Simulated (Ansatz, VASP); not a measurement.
This is a calculation of Pt for Ansatz 0.2.0.

File input.yaml:

```yaml
crystal:
  lattice:
    - [-1.58422, 1.58422, 1.58422]
    - [1.58422, -1.58422, 1.58422]
    - [1.58422, 1.58422, -1.58422]
  atoms:
    - { symbol: Pt, position: [0.0, 0.0, 0.0] }
hamiltonian:
  xc: lda
  pseudopotentials: { kind: paw }
kpoints:
  mp_grid: { grid: [12, 12, 12] }
scf:
  occupations: { method: fermi_dirac, width: 0.05 }
output:
  forces: true
  stress: true
  eigenvalues: true
relax:
  f_tol: 0.01
  max_steps: 40
  cell: { stress_tol: 0.05 }
```

Potentials or basis: Ansatz PAW.

Command:

```console
$ ansatz run input.yaml --threads 2 --pin off --max-ram 5632MiB --backend cpu --events-out ev --progress --plain --runs-dir out
```

Q: Translate it to VASP 6.6.1. Potentials there: VASP PAW LDA potentials, release 64 (Pt).

A: As run (the cutoff follows the program's own potentials):

File INCAR:

```
SYSTEM = Pt
PREC = Accurate ; ENCUT = 600
EDIFF = 1E-7 ; ISMEAR = -1
SIGMA = 0.05 ; LREAL = .False.
LASPH = .True. ; NELM = 60
ALGO = Normal ; ISIF = 3
LWAVE = .False. ; LCHARG = .False.
IBRION = 2 ; NSW = 60
EDIFFG = -0.01
```

KPOINTS

```
regular mesh
0
Gamma
  12 12 12
  0 0 0
```

The input POSCAR:

```
Pt
1.0
   -1.5842200000      1.5842200000      1.5842200000
    1.5842200000     -1.5842200000      1.5842200000
    1.5842200000      1.5842200000     -1.5842200000
Pt
1
Direct
    0.0000000000      0.0000000000      0.0000000000
```

Potentials or basis: VASP PAW LDA potentials, release 64 (Pt).

Command:

```console
$ cat potpaw_LDA.64/Pt/POTCAR > POTCAR
$ mpirun -np 1 vasp_std > vasp.out
```

Both were run:

|  | VASP | Ansatz | Ansatz less VASP |
| --- | --- | --- | --- |
| gap on the k mesh at the Fermi level, each at its own relaxed structure (eV) | none | none | - |
| relaxed volume (Å³/atom) | 14.95 | 14.91 | -0.039 |
| relaxed cell length with the largest relative difference (Å) | 2.688 | 2.685 | -0.0024 |

LDA's correlation is that of Perdew and Zunger in VASP and of Perdew and Wang (1992) in Ansatz. A gap of «none» marks a metal or a gap that the smearing closes. VASP's potentials hold 10 valence electrons a cell and Ansatz's 18, so a difference there can come from the potentials and not from the codes.

Neither program's run includes spin-orbit coupling. Noted on Ansatz's run: the plane-wave basis is chosen anew once the cell has moved, so the energies of steps on either side of that aren't comparable.
